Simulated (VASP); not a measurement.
# NbSiO4 (P6/mmm) in VASP: a series of runs, part 2 of 2

VASP 6.6.1. The steps go on from the part before.

### Step 5. Single point, PBE

This run uses another cell than the first one, of 9.68 Å³/atom.

Input file INCAR:

```
  PREC = Accurate
  ENCUT = 520
  EDIFF = 1E-7
  ISMEAR = 0
  SIGMA = 0.1
  LREAL = F
  LASPH = T
  NELM = 80
  ALGO = Normal
  ISIF = 2
  LWAVE = F
  LCHARG = F
  GGA = PE
  NBANDS = 30
```

Input file KPOINTS:

```
Automatic mesh
0
Gamma
  12 12 8
```

Input file POSCAR:

```
NbSiO4
1.0
    3.6207642198      0.0000000000      0.0000000000
   -1.8103821099      3.1356737955      0.0000000000
    0.0000000000      0.0000000000      5.1163622447
Nb Si O
1 1 4
Direct
    0.0000000000      0.0000000000      0.5000000000
    0.0000000000      0.0000000000      0.0000000000
    0.3333333333      0.6666666667      0.7253789949
    0.3333333333      0.6666666667      0.2746210051
    0.6666666667      0.3333333333      0.7253789949
    0.6666666667      0.3333333333      0.2746210051
```

On the command line:

```sh
cat potpaw_PBE.64/Nb_sv/POTCAR potpaw_PBE.64/Si/POTCAR potpaw_PBE.64/O/POTCAR > POTCAR
mpirun -np 1 vasp_std > vasp.out
```

Wall time 92 s (1 thread of Intel Xeon 6975P-C (Granite Rapids), shared host); peak memory 0.28 GiB.

It converged, with:

| Item | Value |
| --- | --- |
| Free energy | -37.1360 eV |
| Pressure | -0.2 GPa |
| Largest force | 0.006 eV/Å |
| Band gap on the k mesh | zero (an odd number of electrons rules out a gap without spin polarisation) |

Forces on the atoms (eV/Å):
```
Nb   0.000  0.000  0.000
Si   0.000  0.000  0.000
O    0.000  0.000 -0.006
O    0.000  0.000  0.006
O    0.000  0.000 -0.006
O    0.000  0.000  0.006
```

Stress tensor (GPa, compression positive):
```
-0.20  0.00  0.00
 0.00 -0.20  0.00
 0.00  0.00 -0.29
```

Levels at points of the mesh, in eV from the Fermi level:
```
           k point  band 18  band 19  band 20  band 21  band 22  band 23
(0.00, 0.00, 0.00)    -2.28    -2.04    -2.04     0.34     1.02     2.56
(0.50, 0.00, 0.00)    -1.31    -1.02    -0.48     0.44     2.07     2.90
(0.00, 0.00, 0.50)    -1.33    -1.33    -1.08    -0.54    -0.42     2.85
(0.50, 0.00, 0.50)    -1.30    -1.10    -0.94    -0.50     0.30     2.64
```

Caveat: an odd number of electrons without spin polarisation forces a metal; a magnetic or distorted state may lie lower.

### Step 6. Single point, PBE, collinear spin

Input file INCAR:

```
SYSTEM = NbSiO4
ALGO     = Normal         ! electronic algorithm
EDIFF    = 1E-7           ! SCF threshold, eV
ENCUT    = 520            ! plane-wave cutoff, eV
GGA      = PE             ! functional
ISIF     = 2              ! what is computed and relaxed
ISMEAR   = 0              ! smearing method
ISPIN    = 2              ! spin polarisation
LASPH    = .TRUE.         ! aspherical terms in the spheres
LCHARG   = .FALSE.        ! write CHGCAR
LMAXMIX  = 4              ! l up to which the mixer works
LORBIT   = 11             ! projections on sites
LREAL    = .FALSE.        ! projectors in reciprocal space
LWAVE    = .FALSE.        ! write WAVECAR
MAGMOM   = 0.13 0 0.06 0.06 0.06 0.06 ! initial moments
NBANDS   = 34             ! bands
NELM     = 150            ! most SCF steps
PREC     = Accurate       ! precision mode
SIGMA    = 0.1            ! smearing width, eV
```

Input file KPOINTS:

```
k-points
0
G
  6 6 4
  0 0 0
```

Input file POSCAR:

```
NbSiO4
1.0
    3.1967274900      0.0000000000      0.0000000000
   -1.5983637500      2.7684472200      0.0000000000
    0.0000000000      0.0000000000      6.4983526100
Nb Si O
1 1 4
Direct
    0.0000000000      0.0000000000      0.5000000000
    0.0000000000      0.0000000000      0.0000000000
    0.3333333300      0.6666666700      0.7595900300
    0.3333333300      0.6666666700      0.2404099700
    0.6666666700      0.3333333300      0.7595900300
    0.6666666700      0.3333333300      0.2404099700
```

Potentials or basis: VASP PAW PBE potentials, release 64 (Nb_sv, Si, O).

On the command line:

```sh
cat potpaw_PBE.64/Nb_sv/POTCAR potpaw_PBE.64/Si/POTCAR potpaw_PBE.64/O/POTCAR > POTCAR
mpirun -np 1 vasp_std > vasp.out
```

Run time: 48 s. Hardware: 1 thread of Intel Xeon 6975P-C (Granite Rapids), shared host; peak memory 0.22 GiB.

The run converged. Its results:

| Quantity | Value |
| --- | --- |
| Free energy | -30.9962 eV |
| Pressure | 27.3 GPa |
| Largest force | 1.276 eV/Å |
| Net moment | 0.41 μB per cell |
| Site moments | Nb +0.14; Si +0.00; O +0.05 μB |
| Valence electrons inside the program's atomic spheres | Nb 10.36; Si 1.41; O 4.87 |

Forces on the atoms (eV/Å):
```
Nb   0.000  0.000  0.000
Si   0.000  0.000  0.000
O    0.000  0.000 -1.276
O    0.000  0.000  1.276
O    0.000  0.000 -1.276
O    0.000  0.000  1.276
```

Stress tensor (GPa, compression positive):
```
 56.47   0.00   0.00
  0.00  56.47   0.00
  0.00   0.00 -30.89
```

Levels at points of the mesh, in eV from the Fermi level:
Spin up:
```tsv
k point	band 17	band 18	band 19	band 20	band 21	band 22	band 23	band 24	band 25	band 26
(0.00, 0.00, 0.00)	-2.57	-2.30	-1.80	-1.80	-1.56	-1.44	-0.53	-0.53	2.58	2.58
(0.50, 0.00, 0.00)	-2.55	-0.53	-0.48	-0.08	0.51	1.13	1.33	1.70	1.74	2.36
(0.00, 0.00, 0.50)	-1.96	-1.94	-1.92	-1.91	-1.41	-1.41	-0.48	-0.48	1.77	2.23
(0.50, 0.00, 0.50)	-1.22	-0.98	-0.32	-0.30	0.55	1.01	1.07	1.16	1.67	2.67
```
Spin down:
| k point | band 18 | band 19 | band 20 | band 21 | band 22 | band 23 |
| --- | --- | --- | --- | --- | --- | --- |
| (0.00, 0.00, 0.00) | -2.23 | -1.70 | -1.70 | -1.48 | -1.35 | -0.38 |
| (0.50, 0.00, 0.00) | -0.41 | -0.36 | 0.02 | 0.65 | 1.26 | 1.44 |
| (0.00, 0.00, 0.50) | -1.86 | -1.85 | -1.81 | -1.30 | -1.30 | -0.33 |
| (0.50, 0.00, 0.50) | -0.88 | -0.19 | -0.18 | 0.68 | 1.09 | 1.20 |

Caveat: the k points lie up to 0.38 Å⁻¹ apart; a moment this small can come from the mesh or the smearing; forces of over 1 eV/Å act on the atoms, so gaps and moduli don't describe the material at rest.

### Step 7. Relaxation of cell and atoms, PBE

This run uses another cell than the first one, of 9.62 Å³/atom.

Input file INCAR:

```
ALGO     = Normal         # electronic algorithm
EDIFF    = 1E-6           # SCF threshold, eV
EDIFFG   = -0.01          # ionic threshold
ENCUT    = 600            # plane-wave cutoff, eV
GGA      = PE             # functional
IBRION   = 2              # ionic algorithm
ISIF     = 3              # what is computed and relaxed
ISMEAR   = 0              # smearing method
LASPH    = T              # aspherical terms in the spheres
LCHARG   = F              # write CHGCAR
LREAL    = F              # projectors in reciprocal space
LWAVE    = F              # write WAVECAR
NELM     = 100            # most SCF steps
NSW      = 100            # ionic steps
PREC     = Accurate       # precision mode
SIGMA    = 0.1            # smearing width, eV
```

Input file KPOINTS:

```
k-points
0
Gamma
  12 12 8
```

Input file POSCAR:

```
NbSiO4
1.0
    3.6268803473      0.0000000000      0.0000000000
   -1.8134401736      3.1409705172      0.0000000000
    0.0000000000      0.0000000000      5.0688295800
Nb Si O
1 1 4
Direct
    0.0000000000      0.0000000000      0.5000000000
    0.0000000000      0.0000000000      0.0000000000
    0.3333333333      0.6666666667      0.7257551309
    0.3333333333      0.6666666667      0.2742448691
    0.6666666667      0.3333333333      0.7257551309
    0.6666666667      0.3333333333      0.2742448691
```

On the command line:

```sh
cat potpaw_PBE.64/Nb_sv/POTCAR potpaw_PBE.64/Si/POTCAR potpaw_PBE.64/O/POTCAR > POTCAR
mpirun -np 1 vasp_std > vasp.out
```

It took 4.6 min on 1 thread of Intel Xeon 6975P-C (Granite Rapids), shared host; peak memory 0.29 GiB.

It converged, with:

| Item | Value |
| --- | --- |
| Free energy | -37.1410 eV |
| Relaxed volume | 9.67 Å³/atom |
| Relaxed cell | a = 3.620 Å, b = 3.620 Å, c = 5.111 Å, α = 90.00°, β = 90.00°, γ = 120.00° |
| Space group after relaxing (to 0.1 Å) | P6/mmm (No. 191) |
| Energy gained by relaxing | 0.9 meV/atom |
| Ionic steps | 6 |
| Pressure after relaxing | -0.1 GPa |
| Largest force after relaxing | 0.009 eV/Å |
| Band gap on the k mesh | zero (an odd number of electrons rules out a gap without spin polarisation) |

Forces on the atoms (eV/Å):
```
Nb   0.000  0.000  0.000
Si   0.000  0.000  0.000
O    0.000  0.000 -0.009
O    0.000  0.000  0.009
O    0.000  0.000 -0.009
O    0.000  0.000  0.009
```

The path:
```
step  energy change (eV)  largest force (eV/Å)  pressure (GPa)  volume (Å³)
   1              0.0000                0.0530            0.33        57.74
   2             -0.0047                0.0534            0.05        57.91
   3             -0.0053                0.0274            0.12        57.87
   4             -0.0053                0.0288            0.11        57.87
   5             -0.0054                0.0199            0.00        57.93
   6             -0.0054                0.0093           -0.14        57.99
```

Final structure:
```yaml
crystal:
  lattice:
    - [3.61955, 0.00000, 0.00000]
    - [-1.80977, 3.13462, 0.00000]
    - [0.00000, 0.00000, 5.11140]
  atoms:
    - { symbol: Nb, position: [0.00000, 0.00000, 0.50000] }
    - { symbol: Si, position: [0.00000, 0.00000, 0.00000] }
    - { symbol: O, position: [0.33333, 0.66667, 0.72561] }
    - { symbol: O, position: [0.33333, 0.66667, 0.27439] }
    - { symbol: O, position: [0.66667, 0.33333, 0.72561] }
    - { symbol: O, position: [0.66667, 0.33333, 0.27439] }
```

Levels at points of the mesh, in eV from the Fermi level:
| k point | band 16 | band 17 | band 18 | band 19 | band 20 | band 21 | band 22 | band 23 | band 24 |
| --- | --- | --- | --- | --- | --- | --- | --- | --- | --- |
| (0.00, 0.00, 0.00) | -2.78 | -2.65 | -2.28 | -2.04 | -2.04 | 0.34 | 1.03 | 2.56 | 2.56 |
| (0.50, 0.00, 0.00) | -1.71 | -1.38 | -1.31 | -1.02 | -0.48 | 0.44 | 2.08 | 2.91 | 3.02 |
| (0.00, 0.00, 0.50) | -3.56 | -1.89 | -1.33 | -1.33 | -1.09 | -0.55 | -0.42 | 2.85 | 2.85 |
| (0.50, 0.00, 0.50) | -2.19 | -1.52 | -1.30 | -1.10 | -0.94 | -0.50 | 0.30 | 2.64 | 2.95 |

Caveat: an odd number of electrons without spin polarisation forces a metal; a magnetic or distorted state may lie lower.

### Step 8. Overview

```tsv
task	spin	cell	k mesh	cutoff (eV)	gap on the mesh (eV)	pressure (GPa)	relaxed volume (Å³/atom)	largest force (eV/Å)
single point	off	a = 3.197, b = 3.197, c = 6.498 Å, angles 90.0, 90.0, 120.0°, 6 atoms, atomic positions A	6 × 6 × 4	520	none	27.3	-	1.28
single point	off	a = 3.627, b = 3.627, c = 5.069 Å, angles 90.0, 90.0, 120.0°, 6 atoms, atomic positions B	6 × 6 × 4	520	none	-0.1	-	0.01
relaxation of cell and atoms	off	relaxed from a = 3.197, b = 3.197, c = 6.498 Å, angles 90.0, 90.0, 120.0°, 6 atoms, atomic positions A	6 × 6 × 4	600	none	-0.2	9.61	0.03
single point	off	a = 3.621, b = 3.621, c = 5.116 Å, angles 90.0, 90.0, 120.0°, 6 atoms, atomic positions C	12 × 12 × 8	520	none	-0.2	-	0.01
single point	collinear	a = 3.197, b = 3.197, c = 6.498 Å, angles 90.0, 90.0, 120.0°, 6 atoms, atomic positions A	6 × 6 × 4	520	none	27.3	-	1.28
relaxation of cell and atoms	off	relaxed from a = 3.627, b = 3.627, c = 5.069 Å, angles 90.0, 90.0, 120.0°, 6 atoms, atomic positions B	12 × 12 × 8	600	none	-0.1	9.67	0.01
```

Alike in all rows: level PBE; potentials or basis VASP PAW PBE potentials, release 64 (Nb_sv, Si, O); smearing gaussian 0.1 eV.

Caveats: some runs use coarse meshes; an odd number of electrons without spin polarisation forces a metal (at least some runs); a magnetic or distorted state may lie lower (at least some runs); a cell axis changed by over 15 % at a fixed basis, so the end point is rough (at least some runs); a moment this small can come from the mesh or the smearing (at least some runs); forces of over 1 eV/Å act on the atoms, so gaps and moduli don't describe the material at rest (at least some runs).

Total energies depend on the potentials used, so only differences within one code and one set of settings carry meaning.
